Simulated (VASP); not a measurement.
Runs of VASP 6.6.1 on Ni. Symmetry: Im-3m, No. 229, cubic system. Conventional cell: a = 2.767 Å, b = 2.767 Å, c = 2.767 Å, α = 90.00°, β = 90.00°, γ = 90.00°. Within 3.2 Å of Ni (site symmetry m-3m) lie 14 Ni at 2.40 to 2.77 Å. 

```csv
smearing,gap on the mesh (eV),pressure (GPa),moment (μB)
gaussian 0.1 eV,none,(b),0.54
gaussian 0.05 eV,none,-8.9,(a)
gaussian 0.3 eV,none,-8.7,0.47
gaussian 0.2 eV,none,-8.9,0.51
```

Alike in all rows: task single point; level PBEsol+D3(BJ); potentials or basis VASP PAW PBE potentials, release 64 (Ni); spin collinear, ferromagnetic start; cell as given; k mesh 15 × 15 × 15; cutoff (eV) 520.

Task: Fill in the values left out.

Result: (a) 0.57; (b) -9.0.

Caveats: three body term missing; the PAW data sets were made with another functional, which shifts forces and pressure a little; pairwise dispersion overbinds metals, which lowers pressure and volume.

A gap of «none» marks levels without a gap at the run's occupations.
